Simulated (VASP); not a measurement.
Here is a VASP 6.6.1 calculation.

INCAR

```
PREC = Accurate ; ENCUT = 520
EDIFF = 1E-6 ; ISMEAR = -1
SIGMA = 0.1 ; LREAL = False
LASPH = True ; NELM = 100
ALGO = Normal ; ISIF = 2
LWAVE = False ; LCHARG = False
GGA = PS ; NBANDS = 18
```

File KPOINTS:

```
regular mesh
0
Gamma
  18 18 10
```

Contents of POSCAR:

```
Ag
1.0
    2.8360952839      0.0000000000      0.0000000000
   -1.4180476419      2.4561305634      0.0000000000
    0.0000000000      0.0000000000      4.6462595036
Ag
2
Direct
    0.3333333333      0.6666666667      0.2500000000
    0.6666666667      0.3333333333      0.7500000000
```

Potentials or basis: VASP PAW PBE potentials, release 64 (Ag).

Run with:

```sh
$ cat potpaw_PBE.64/Ag/POTCAR > POTCAR
$ mpirun -np 1 vasp_std > vasp.out
```

Estimate the band gap on the k mesh.

zero (band 11 reaches 13.19 eV, above the bottom of band 12 at 5.53 eV).

Estimate the pressure.

3.7 GPa.

Caveat: the PAW data sets were made with another functional, which shifts forces and pressure a little.
